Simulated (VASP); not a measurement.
Input of a VASP 6.6.1 run:

Contents of INCAR:

```
SYSTEM = La4H
PREC = Accurate ; ENCUT = 520
EDIFF = 1E-6 ; ISMEAR = 0
SIGMA = 0.1 ; LREAL = .FALSE.
LASPH = .TRUE. ; NELM = 100
ALGO = Normal ; ISIF = 2
LWAVE = .FALSE. ; LCHARG = .TRUE.
GGA = PE ; LELF = .TRUE.
LVHAR = .TRUE. ; NBANDS = 30
```

KPOINTS

```
regular mesh
0
G
  6 6 6
  0 0 0
```

POSCAR

```
La4H
1.0
    5.9695614786      0.0000000000      0.0000000000
    0.0000000000      5.9695614786      0.0000000000
    0.0000000000      0.0000000000      5.9695614786
La H
4 1
Direct
    0.5000000000      0.5000000000      0.5000000000
    0.0000000000      0.5000000000      0.5000000000
    0.5000000000      0.0000000000      0.5000000000
    0.5000000000      0.5000000000      0.0000000000
    0.0000000000      0.0000000000      0.0000000000
```

Potentials or basis: VASP PAW PBE potentials, release 64 (La, H).

The run is started by

```console
$ cat potpaw_PBE.64/La/POTCAR potpaw_PBE.64/H/POTCAR > POTCAR
$ mpirun -np 1 vasp_std > vasp.out
```

**Question.** What does it give for the band gap on the k mesh?

**Answer.** Zero (an odd number of electrons rules out a gap without spin polarisation).

**Question.** Predict the pressure.

**Answer.** 0.0 GPa.

Caveat: spin-orbit coupling is left out, which moves the levels of the heavy elements.
